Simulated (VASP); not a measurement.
# MgH16Cl2O8 in VASP: notebook, part 2 of 2

VASP 6.6.1.

### Step 4. Single point, PBE+D3(BJ)

This run uses another cell than the first one, of 10.35 Å³/atom.

File INCAR:

```
SYSTEM = MgH16Cl2O8
PREC = Accurate
ENCUT = 520
EDIFF = 1E-6
ISMEAR = -1
SIGMA = 0.05
LREAL = .FALSE.
LASPH = .TRUE.
NELM = 120
ALGO = Normal
ISIF = 2
LWAVE = .FALSE.
LCHARG = .TRUE.
GGA = PE
IVDW = 12
LELF = .TRUE.
LVHAR = .TRUE.
NELECT = 73.0
NBANDS = 59
GGA_COMPAT = .FALSE.
```

File KPOINTS:

```
Automatic mesh
0
G
  1 1 1
  0 0 0
```

File POSCAR:

```
MgH16Cl2O8
1.0
    6.5386230000      0.0000000000      0.0000000000
    0.0000000000      6.5386230000      0.0000000000
    0.0000000000      0.0000000000      6.5386230000
O H Mg Cl
8 16 1 2
Direct
    0.7701162768      0.1328873067      0.6376113136
    0.0973446550      0.1869353838      0.3227743823
    0.8645398274      0.5934888737      0.9569751919
    0.0914106839     -0.0386013997      0.9076528804
    0.6880653618      0.7217268835      0.5953547100
    0.3934467548      0.4874267870      0.1104819776
    0.7804089638      0.4886196987      0.3075876985
    0.3636851368      0.7972167840      0.4160967837
    0.6552755833      0.2236403598      0.6223328673
    0.8911815225      0.1755415475      0.5633754997
    0.0967634929      0.0272381509      0.3543406616
    0.1897341382      0.2442257338      0.4300905558
    0.8507448740      0.4765376441      0.8537271533
    1.0179054520      0.5836702927      0.9989718019
    0.1281768348      0.1032174511      0.8832593652
    0.1932364047     -0.1089831911      0.9915543380
    0.5266399363      0.7153952751      0.5785010085
    0.7783748964      0.5976946522      0.4418361481
    0.3886445204      0.5339350502     -0.0353438331
    0.4569157757      0.3508078077      0.1053279873
    0.7791854646      0.5440136249      0.1493433709
    0.8170527648      0.3417539136      0.3127722764
    0.4273988575      0.9216007713      0.3539583181
    0.3339235188      0.6832784212      0.3091782475
    0.8131375673      0.8747713395      0.8421650858
    0.2661722506      0.3882774707      0.6902523666
    0.6102355190      0.0445659583      0.0860578749
```

Run with:

```console
> cat potpaw_PBE.64/O/POTCAR potpaw_PBE.64/H/POTCAR potpaw_PBE.64/Mg/POTCAR potpaw_PBE.64/Cl/POTCAR > POTCAR
> mpirun -np 1 vasp_gam > vasp.out
```

Run time: 46 s. Hardware: 1 thread of Intel Xeon 6975P-C (Granite Rapids), shared host; peak memory 0.35 GiB.

Results (log left out):

```yaml
Free_energy: -106.1053 eV
Largest_force: 2.451 eV/Å
Dispersion_energy_per_atom: -0.056 eV
```

Forces on the atoms (eV/Å):
```
O    0.370 -1.682  1.264
O   -0.547 -2.348 -0.018
O    1.803 -1.625 -0.342
O   -0.222 -0.340  0.123
O   -1.345 -0.572 -0.622
O   -0.630  0.407 -0.157
O   -0.294  0.890 -0.599
O    0.064 -0.908 -0.225
H   -1.140  0.786 -0.380
H    0.627  0.440 -0.583
H   -0.132  1.797 -0.457
H    0.578  0.293 -0.152
H   -0.108  0.774  0.980
H   -1.676  0.027 -0.416
H    0.605  0.807  0.189
H    0.477  0.175  0.157
H    0.799  0.037  0.379
H   -0.251 -0.381 -0.534
H    0.530  0.422  0.081
H    0.219 -0.548  0.338
H    0.211 -0.057  0.635
H    0.176 -0.080  0.170
H   -0.035  0.016 -0.085
H    0.326  0.738  0.582
Mg  -0.220  0.088 -1.204
Cl   0.116  0.345  0.238
Cl  -0.302  0.500  0.638
```

Levels at points of the mesh, in eV from the Fermi level:
| k point | band 34 | band 35 | band 36 | band 37 | band 38 | band 39 |
| --- | --- | --- | --- | --- | --- | --- |
| (0.00, 0.00, 0.00) | -0.21 | -0.12 | -0.05 | 0.01 | 0.05 | 0.10 |

Caveat: the k points lie up to 0.96 Å⁻¹ apart, too coarse for converged energies and pressures of a metal; the cell carries a net charge on a neutralising background, which shifts energy and pressure; the cell is charged against a uniform background, so pressure and absolute levels hang on convention; an odd number of electrons without spin polarisation forces a metal; a magnetic or distorted state may lie lower.

### Step 5. Single point, PBE+D3(BJ)

This run uses another cell than the first one, of 10.48 Å³/atom.

File INCAR:

```
SYSTEM = MgH16Cl2O8
PREC = Accurate ; ENCUT = 520
EDIFF = 1E-6 ; ISMEAR = -1
SIGMA = 0.05 ; LREAL = .False.
LASPH = .True. ; NELM = 120
ALGO = Normal ; ISIF = 2
LWAVE = .False. ; LCHARG = .True.
GGA = PE ; IVDW = 12
LELF = .True. ; LVHAR = .True.
NBANDS = 59 ; NELECT = 73.0
GGA_COMPAT = .False.
```

File KPOINTS:

```
regular mesh
0
Gamma
  1 1 1
  0 0 0
```

File POSCAR:

```
MgH16Cl2O8
1.0
    6.5655380000      0.0000000000      0.0000000000
    0.0000000000      6.5655380000      0.0000000000
    0.0000000000      0.0000000000      6.5655380000
O H Mg Cl
8 16 1 2
Direct
    0.7777275830      0.1355106010      0.6426739134
    0.0980574631      0.1863518268      0.3179480493
    0.8692509281      0.5921220774      0.9649475793
    0.0861010933     -0.0455408224      0.9142282019
    0.6803402859      0.7228044374      0.5934624093
    0.3896101127      0.4850630672      0.1128315760
    0.7760217061      0.4931964448      0.3023514600
    0.3648596657      0.8046560693      0.4185186347
    0.6487511001      0.2095944003      0.5902638900
    0.8951437034      0.1986128174      0.5688185797
    0.0778610984      0.0470486958      0.3570004469
    0.2327760497      0.2467733794      0.3787351471
    0.8385146807      0.4703498784      0.8890969788
    1.0063455577      0.6006210001      0.9931707044
    0.1217874301      0.0988494774      0.9089734916
    0.1916826923     -0.1172028857      0.9810163310
    0.5333759396      0.7025166864      0.6363834921
    0.7696398985      0.5927922434      0.4119388236
    0.4361866461      0.5520035068     -0.0137231709
    0.4397964036      0.3403681465      0.1101509122
    0.7465191733      0.5543795497      0.1714101723
    0.8019144813      0.3474962752      0.3039202576
    0.4132943865      0.9361152125      0.3592851035
    0.3090531195      0.7117010061      0.3185572911
    0.8136728475      0.8715660468      0.8402814819
    0.2715238264      0.3871274525      0.6887782844
    0.6095311610      0.0455865155      0.0837098194
```

Run with:

```console
> cat potpaw_PBE.64/O/POTCAR potpaw_PBE.64/H/POTCAR potpaw_PBE.64/Mg/POTCAR potpaw_PBE.64/Cl/POTCAR > POTCAR
> mpirun -np 1 vasp_gam > vasp.out
```

Run time: 49 s. Hardware: 1 thread of Intel Xeon 6975P-C (Granite Rapids), shared host; peak memory 0.36 GiB.

The run converged. Its results:

```
Free energy                : -105.7702 eV
Largest force              : 3.964 eV/Å
Dispersion energy per atom : -0.056 eV
```

Forces in eV/Å, atoms in the order of the input:
```
O   -1.126  0.645 -0.584
O    1.199  2.613  0.233
O   -3.744  0.913 -0.878
O   -0.920  1.068 -0.541
O   -1.191 -0.105 -0.050
O   -0.623 -0.346 -0.268
O   -0.321 -0.600 -0.455
O    0.799  1.101  1.882
H    1.061 -0.882  0.791
H    0.002 -0.123  0.297
H    0.040 -1.983  0.623
H   -1.413 -0.832 -0.871
H    0.062 -1.172 -0.682
H    3.833 -0.434  0.913
H    0.305  0.591  0.126
H    1.676 -0.888  0.895
H    0.141 -0.093 -0.294
H    0.176  0.794  2.034
H    0.435  0.149 -0.096
H    0.003  0.334 -0.068
H   -0.013  0.419 -1.473
H    0.457 -0.561  0.196
H    0.077 -0.225 -0.060
H   -0.275 -1.162 -1.144
Mg  -0.176  0.196 -1.215
Cl  -0.181  0.186  0.271
Cl  -0.281  0.393  0.417
```

Levels at points of the mesh, in eV from the Fermi level:
| k point | band 35 | band 36 | band 37 | band 38 | band 39 | band 40 |
| --- | --- | --- | --- | --- | --- | --- |
| (0.00, 0.00, 0.00) | -0.13 | -0.03 | -0.01 | 0.05 | 0.10 | 0.26 |

Caveat: the k points lie up to 0.96 Å⁻¹ apart, too coarse for converged energies and pressures of a metal; the cell carries a net charge on a neutralising background, which shifts energy and pressure; the cell is charged against a uniform background, so pressure and absolute levels hang on convention; an odd number of electrons without spin polarisation forces a metal; a magnetic or distorted state may lie lower.

### Step 6. Single point, PBE+D3(BJ)

This run uses another cell than the first one, of 12.14 Å³/atom.

File INCAR:

```
PREC = Accurate
ENCUT = 520
EDIFF = 1E-6
ISMEAR = -1
SIGMA = 0.05
LREAL = False
LASPH = True
NELM = 120
ALGO = Normal
ISIF = 2
LWAVE = False
LCHARG = False
GGA = PE
IVDW = 12
NBANDS = 59
GGA_COMPAT = False
```

File KPOINTS:

```
regular mesh
0
Gamma
  1 1 1
```

File POSCAR:

```
MgH16Cl2O8
1.0
    6.8956300000      0.0000000000      0.0000000000
    0.0000000000      6.8956300000      0.0000000000
    0.0000000000      0.0000000000      6.8956300000
O H Mg Cl
8 16 1 2
Direct
    0.8184023795      0.1651625740      0.6790677574
    0.0626193691      0.1594488103      0.3221605568
    0.9850441512      0.5947969946      0.8816598338
    0.1117084298     -0.0222749771      0.8245076955
    0.6493097803      0.7535497119      0.6263097063
    0.3255105045      0.5062336581      0.1563018897
    0.7187885661      0.4516338609      0.3640711581
    0.3360534135      0.8723060837      0.3748025924
    0.6788647303      0.2100895785      0.6425808809
    0.8720015430      0.1337223720      0.5567004030
    0.1419014651      0.0421136285      0.2837014167
    0.1145363078      0.1742407873      0.4512568105
    0.8861554347      0.4912241521      0.8889253049
    1.0913578600      0.5353245461      0.8113689395
    0.2002572644      0.1136516895      0.7886444023
    0.1542716184     -0.0989757281      0.9355200323
    0.5197639665      0.8053941409      0.5696506338
    0.6848105249      0.6486716950      0.5443447517
    0.3576177956      0.4840746966      0.0201866980
    0.2408046835      0.3981797167      0.2045208342
    0.5973928416      0.4327958432      0.2808735387
    0.8284377207      0.4096362479      0.2829328140
    0.4268935543      0.9579980364      0.3199997680
    0.3431013555      0.7476909289      0.3088042717
    0.8356886898      0.8940009832      0.8177932981
    0.3094858628      0.3365029736      0.7163087347
    0.5894892852      0.0006380853      0.0527580511
```

Potentials or basis: VASP PAW PBE potentials, release 64 (O, H, Mg, Cl).

Run with:

```console
> cat potpaw_PBE.64/O/POTCAR potpaw_PBE.64/H/POTCAR potpaw_PBE.64/Mg/POTCAR potpaw_PBE.64/Cl/POTCAR > POTCAR
> mpirun -np 1 vasp_gam > vasp.out
```

It took 24 s on 1 thread of Intel Xeon 6975P-C (Granite Rapids), shared host; peak memory 0.39 GiB.

Results (log left out):

* Free energy: -128.2334 eV
* Pressure: -1.8 GPa
* Largest force: 3.462 eV/Å
* Dispersion energy per atom: -0.047 eV

Forces in eV/Å, atoms in the order of the input:
```
O   -3.308  0.627  0.809
O    0.409 -0.766 -0.706
O   -2.024  0.567  0.429
O    0.398  0.800 -0.196
O   -1.583  2.092  0.701
O   -0.077 -0.323  1.101
O   -1.069 -0.280 -1.067
O   -1.694 -0.999  1.965
H    2.030 -0.471  0.658
H    0.717 -0.007 -1.924
H   -0.677  0.638  0.235
H    0.532  0.613  0.725
H    0.519  0.374 -0.074
H    0.816 -0.476 -0.525
H   -0.916 -1.534  0.845
H    0.991  0.437 -0.214
H    1.415 -0.551  0.595
H    0.507 -1.493 -1.280
H   -0.284 -0.377 -0.058
H    0.587  0.606 -0.688
H    1.215  0.317  0.821
H   -0.399 -0.005  0.347
H    1.651  0.880 -1.394
H    0.140 -0.305 -0.632
Mg  -0.684  0.000  0.114
Cl   0.092 -0.201 -0.201
Cl   0.694 -0.161 -0.385
```

Stress tensor (GPa, compression positive):
```
-3.12 -0.06 -1.02
-0.06 -2.70  0.52
-1.02  0.52  0.41
```

Levels at points of the mesh, in eV from the Fermi level:
```
           k point  band 38  band 39  band 40  band 41  band 42  band 43
(0.00, 0.00, 0.00)    -1.89    -1.37    -1.29     2.58     5.32     5.52
```

Caveat: the k points lie up to 0.91 Å⁻¹ apart, too coarse for converged energies, forces and pressures; the atoms stand as in a frame of molecular dynamics.
